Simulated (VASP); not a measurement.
A run of VASP 6.6.1 is set up as follows.

File INCAR:

```
  PREC = Accurate
  ENCUT = 520
  EDIFF = 1E-6
  ISMEAR = -1
  SIGMA = 0.1034
  LREAL = Auto
  LASPH = True
  NELM = 100
  ALGO = Normal
  ISIF = 2
  LWAVE = False
  LCHARG = True
  GGA = PE
  LELF = True
  LVHAR = True
  ISYM = 0
  NBANDS = 107
```

Contents of KPOINTS:

```
Automatic mesh
0
Gamma
  1 1 1
```

File POSCAR:

```
SnO2
1.0
    6.8133110000     -0.0677660000     -0.0220850000
   -0.0677660000      6.5981650000     -0.0994380000
   -0.0220850000     -0.0994380000      6.3785550000
Sn O
7 14
Direct
    0.8224541581      0.7413381406      0.8550347347
    0.9777223352      0.3240411448      0.6747280538
    0.6318807654     -0.0047811576      0.5105804775
    0.3215087155      0.7983644366      0.0785104593
    0.4933646396      0.2738093643      0.9926991323
    0.9783758864      0.1611324274      0.1301285507
    0.4043545281      0.5353692717      0.5290160890
    0.8087668932      0.2579992164      0.3950552348
    0.8325346303      0.0415040069      0.8229021468
    0.4821575603      0.7218000679      0.8104553155
    0.1960532329      0.2171962029      0.3162839219
    0.1910940032      0.2325183645      0.9225734468
    0.5342583315      0.0416502529      0.1362325343
    0.0238889690      0.8124580935      1.0984804232
    0.1457233600      0.1183776913      0.5009096169
    0.0918535361      0.5927122265      0.6603564136
    0.8448379688      0.3983123790      0.9721887846
    0.7696251141      0.7404113208      0.5352747122
    0.5037202324      0.2585049599      0.6645575491
    0.3795072993      0.8128871529      0.4182090288
    0.4005109705      0.5170577527      0.1792105694
```

Potentials or basis: VASP PAW PBE potentials, release 64 (Sn_d, O).

Command:

```bash
$ cat potpaw_PBE.64/Sn_d/POTCAR potpaw_PBE.64/O/POTCAR > POTCAR
$ mpirun -np 1 vasp_gam > vasp.out
```

Problem. Predict the largest force.

Solution. 4.828 eV/Å.

Problem. What does it give for the band gap on the k mesh?

Solution. 1.45 eV.

Problem. What does it give for the pressure?

Solution. 4.7 GPa.

Stress tensor (GPa, compression positive):
```
 2.52 -0.64  0.30
-0.64  8.05 -3.41
 0.30 -3.41  3.56
```

Caveat: the k points lie up to 0.99 Å⁻¹ apart; spin-orbit coupling is left out, which moves the levels of the heavy elements.
